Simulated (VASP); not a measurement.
A run of VASP 6.6.1 is set up as follows.

POSCAR

```
LiCl
1.0
   -2.5757520800     -0.0089649700      2.5685791100
    2.5635724300     -5.1416704900      2.5743304000
    2.6033042400      5.1634713600      2.5782013200
Li Cl
4 4
Direct
    0.9256890000      0.9737590000      0.0052010000
    0.0309740000      0.4959060000      0.5073530000
    0.4528890000      0.0079650000      0.4605650000
    0.4883610000      0.5425930000      0.0339240000
    0.9830640000      0.2615110000      0.7829070000
    0.9944910000      0.7548750000      0.2507790000
    0.4923820000      0.2946930000      0.2639830000
    0.5669760000      0.7331100000      0.7517160000
```

INCAR.step1

```
  ALGO = Normal
  EDIFF = 1E-4
  ENCUT = 520
  GGA = PE
  ISMEAR = -1
  LASPH = T
  LCHARG = F
  LREAL = F
  LWAVE = T
  NBANDS = 30
  NELM = 100
  PREC = Accurate
  SIGMA = 0.0182
```

The input INCAR.step2:

```
  ALGO = Normal
  EDIFF = 1E-6
  ENCUT = 520
  ISIF = 2
  ISMEAR = -1
  ISTART = 1
  LASPH = T
  LCHARG = F
  LMIXTAU = T
  LREAL = F
  LWAVE = F
  METAGGA = R2SCAN
  NBANDS = 30
  NELM = 100
  PREC = Accurate
  SIGMA = 0.0182
```

KPOINTS

```
Automatic mesh
0
Gamma
  5 3 3
  0.5 0.5 0
```

Potentials or basis: VASP PAW PBE potentials, release 64 (Li_sv, Cl).

Command:

```sh
$ cat potpaw_PBE.64/Li_sv/POTCAR potpaw_PBE.64/Cl/POTCAR > POTCAR
$ cp INCAR.step1 INCAR
$ mpirun -np 1 vasp_std > vasp.out
$ cp INCAR.step2 INCAR
$ mpirun -np 1 vasp_std > vasp.out
```

**Question.** Predict the largest force.

**Answer.** 0.820 eV/Å.

**Question.** What does it give for the band gap on the k mesh?

**Answer.** 6.89 eV (least direct gap 6.93 eV).

Forces on the atoms (eV/Å):
```
Li   0.011 -0.600  0.463
Li   0.216  0.231  0.023
Li   0.356  0.224  0.533
Li  -0.550  0.064 -0.497
Cl  -0.473 -0.137 -0.223
Cl   0.398 -0.214  0.361
Cl  -0.427  0.657 -0.243
Cl   0.470 -0.225 -0.417
```

Caveat: the PAW data sets were made with another functional, which shifts forces and pressure a little; a shifted mesh leaves out Γ, where band edges can lie. A k mesh can miss the band edges.
